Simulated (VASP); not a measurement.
Set up this calculation in VASP 6.6.1, as the native input.

- Task: single point
- Functional: PBE
- Potentials or basis: VASP PAW PBE potentials, release 64 (Mg)
- Cutoff: 520 eV
- k mesh: 16 × 16 × 16
- Occupations: gaussian, width 0.1 eV
- Spin: no spin polarisation
- Dipole correction: no
- Further INCAR settings: ALGO = Fast; EDIFF = 1e-07; NBANDS = 7

The structure of Mg lies in POSCAR:

```
Mg
1.0
    0.0000000000      2.3388962755      2.3388962755
    2.3388962755      0.0000000000      2.3388962755
    2.3388962755      2.3388962755      0.0000000000
Mg
1
Direct
    0.0000000000      0.0000000000      0.0000000000
```

This cell differs from its parent crystal: strained.

These files were run (other wordings do the same):

INCAR

```
SYSTEM = Mg
PREC = Accurate ; ENCUT = 520
EDIFF = 1E-7 ; ISMEAR = 0
SIGMA = 0.1 ; LREAL = .FALSE.
LASPH = .TRUE. ; NELM = 100
ALGO = Fast ; ISIF = 2
LWAVE = .FALSE. ; LCHARG = .TRUE.
GGA = PE ; LELF = .TRUE.
LVHAR = .TRUE. ; NBANDS = 7
```

KPOINTS

```
Automatic mesh
0
G
  16 16 16
  0 0 0
```

Potentials or basis: VASP PAW PBE potentials, release 64 (Mg).

Launch:

```sh
$ cat potpaw_PBE.64/Mg/POTCAR > POTCAR
$ mpirun -np 1 vasp_std > vasp.out
```

It gave:

| Quantity | Value |
| --- | --- |
| Pressure | -3.0 GPa |
| Band gap on the k mesh | zero (band 1 reaches 3.47 eV, above the bottom of band 2 at 0.79 eV) |

Caveat: the cell differs from its parent crystal (strained).

It took 25 s on 1 thread of Intel(R) Xeon(R) Platinum 8259CL CPU @ 2.50GHz (Skylake/Cascade Lake), with other jobs on the host, peak memory 0.17 GiB.
